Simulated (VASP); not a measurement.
Wanted: the native input for a VASP 6.6.1 run.

```yaml
Task: single point
Functional: r2SCAN
Potentials_or_basis: VASP PAW PBE potentials, release 64 (In_d, Sb)
Cutoff: 520 eV
k_mesh: 11 × 11 × 11
Occupations: fermi-dirac, width 0.1 eV
Spin: no spin polarisation
Dipole_correction: no
Further_INCAR_settings: ALGO = Normal; EDIFF = 1e-07; NBANDS = 16
```

The system is InSb (zincblende type).

```
In Sb
1.0
     0.00000    2.68539    2.68539
     2.68539    0.00000    2.68539
     2.68539    2.68539    0.00000
In Sb
1 1
Direct
  0.00000 0.00000 0.00000
  0.25000 0.25000 0.25000
```

One way to write it, as run:

POSCAR

```
InSb
1.0
    0.0000000000      2.6853920531      2.6853920531
    2.6853920531      0.0000000000      2.6853920531
    2.6853920531      2.6853920531      0.0000000000
In Sb
1 1
Direct
    0.0000000000      0.0000000000      0.0000000000
    0.2500000000      0.2500000000      0.2500000000
```

INCAR.step1

```
PREC = Accurate
ENCUT = 520
ISMEAR = -1
SIGMA = 0.1
LREAL = False
LASPH = True
NELM = 80
NBANDS = 16
GGA = PE
ALGO = Normal
EDIFF = 1E-4
LWAVE = True
LCHARG = False
```

INCAR.step2

```
PREC = Accurate
ENCUT = 520
EDIFF = 1E-7
ISMEAR = -1
SIGMA = 0.1
LREAL = False
LASPH = True
NELM = 80
ALGO = Normal
ISIF = 2
LWAVE = False
LCHARG = True
METAGGA = R2SCAN
LMIXTAU = True
LELF = True
LVHAR = True
NBANDS = 16
ISTART = 1
```

KPOINTS

```
regular mesh
0
Gamma
  11 11 11
```

Potentials or basis: VASP PAW PBE potentials, release 64 (In_d, Sb).

Command:

```console
$ cat potpaw_PBE.64/In_d/POTCAR potpaw_PBE.64/Sb/POTCAR > POTCAR
$ cp INCAR.step1 INCAR
$ mpirun -np 1 vasp_std > vasp.out
$ cp INCAR.step2 INCAR
$ mpirun -np 1 vasp_std > vasp.out
```

It gave:

```yaml
Pressure: 103.6 GPa
Band_gap_on_the_k_mesh: zero (bands 9 and 10 overlap by 0.07 eV)
```

Caveat: the cell stands under pressure; semilocal functionals underestimate gaps, and a narrow one can read as zero; the PAW data sets were made with another functional, which shifts forces and pressure a little; spin-orbit coupling is left out, which moves the levels of the heavy elements.

Run time: 5.5 min on 1 thread of Intel Xeon 8259CL, on a shared host, peak memory 0.19 GiB.
